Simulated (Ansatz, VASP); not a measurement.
# One calculation of KMgF3, two programs

```
K Mg F
1.0
     4.08457    0.00000    0.00000
     0.00000    4.08457    0.00000
     0.00000    0.00000    4.08457
K Mg F
1 1 3
Direct
  0.50000 0.50000 0.50000
  0.00000 0.00000 0.00000
  0.50000 0.00000 0.00000
  0.00000 0.50000 0.00000
  0.00000 0.00000 0.50000
```

Alike in both runs: task single point; functional PBE; dispersion D3(BJ); k mesh 6 × 6 × 6; no spin polarisation.

|  | VASP | Ansatz |
| --- | --- | --- |
| version | VASP 6.6.1 | Ansatz 0.2.0 |
| potentials or method | VASP PAW PBE potentials, release 64 (K_sv, Mg, F), cutoff 520 eV | scalar-relativistic, plane waves, PAW |
| occupations | gaussian, width 0.01 eV | fixed |
| valence electrons in the cell | 32 | 40 |

|  | VASP | Ansatz | Ansatz less VASP |
| --- | --- | --- | --- |
| gap on the k mesh at the Fermi level (eV) | 6.77 | 6.80 | +0.029 |
| least direct gap on the mesh (eV) | 7.09 | 7.12 | +0.027 |
| pressure (GPa) | -3.6 | -3.2 | +0.42 |

VASP's potentials hold 32 valence electrons a cell and Ansatz's 40, so a difference there can come from the potentials and not from the codes.
